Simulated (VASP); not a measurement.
# P: single point with PBEsol

Crystal: P.

```
P
1.0
    -3.45145   -5.97809    0.00000
     3.45145   -5.97809    0.00000
     0.00000   -3.98539    6.25936
P
16
Cartesian
  0.0000 -5.9781 2.1321
  0.0000 -7.9708 5.2617
  1.7257 -8.9671 2.1321
  1.7257 -10.9598 5.2617
  -1.7257 -8.9671 2.1321
  -1.7257 -10.9598 5.2617
  0.0000 -11.9562 2.1321
  0.0000 -13.9489 5.2617
  0.0000 -1.9927 0.9976
  0.0000 -3.9854 4.1273
  1.7257 -4.9817 0.9976
  1.7257 -6.9744 4.1273
  -1.7257 -4.9817 0.9976
  -1.7257 -6.9744 4.1273
  0.0000 -7.9708 0.9976
  0.0000 -9.9635 4.1273
```

| Item | Value |
| --- | --- |
| Program | VASP 6.6.1 |
| Task | single point |
| Functional | PBEsol |
| Potentials or basis | VASP PAW PBE potentials, release 64 (P) |
| Cutoff | 500 eV |
| k mesh | 2 × 2 × 2, shifted |
| Occupations | fermi-dirac, width 0.1034 eV |
| Spin | no spin polarisation |

| Quantity | Value |
| --- | --- |
| Pressure | -1.9 GPa |
| Largest force | 0.506 eV/Å |
| Band gap on the k mesh | zero (bands 40 and 41 overlap by 0.04 eV) |

Forces on the atoms (eV/Å):
```
P    0.000  0.261  0.433
P    0.000  0.261  0.433
P    0.000  0.261  0.433
P    0.000  0.261  0.433
P    0.000  0.261  0.433
P    0.000  0.261  0.433
P    0.000  0.261  0.433
P    0.000  0.261  0.433
P    0.000 -0.261 -0.433
P    0.000 -0.261 -0.433
P    0.000 -0.261 -0.433
P    0.000 -0.261 -0.433
P    0.000 -0.261 -0.433
P    0.000 -0.261 -0.433
P    0.000 -0.261 -0.433
P    0.000 -0.261 -0.433
```

Stress tensor (GPa, compression positive):
```
-0.25  0.00  0.00
 0.00 -3.81  1.66
 0.00  1.66 -1.66
```

Levels at points of the mesh, in eV from the Fermi level:
| k point | band 37 | band 38 | band 39 | band 40 | band 41 | band 42 | band 43 | band 44 |
| --- | --- | --- | --- | --- | --- | --- | --- | --- |
| (0.25, 0.25, 0.25) | -2.23 | -2.19 | -1.33 | -1.03 | 0.03 | 0.44 | 0.48 | 0.52 |

Run time: 46 s on 1 thread of Intel(R) Xeon(R) 6975P-C (Granite Rapids) (shared host), peak memory 0.33 GiB.

Caveat: the PAW data sets were made with another functional, which shifts forces and pressure a little.
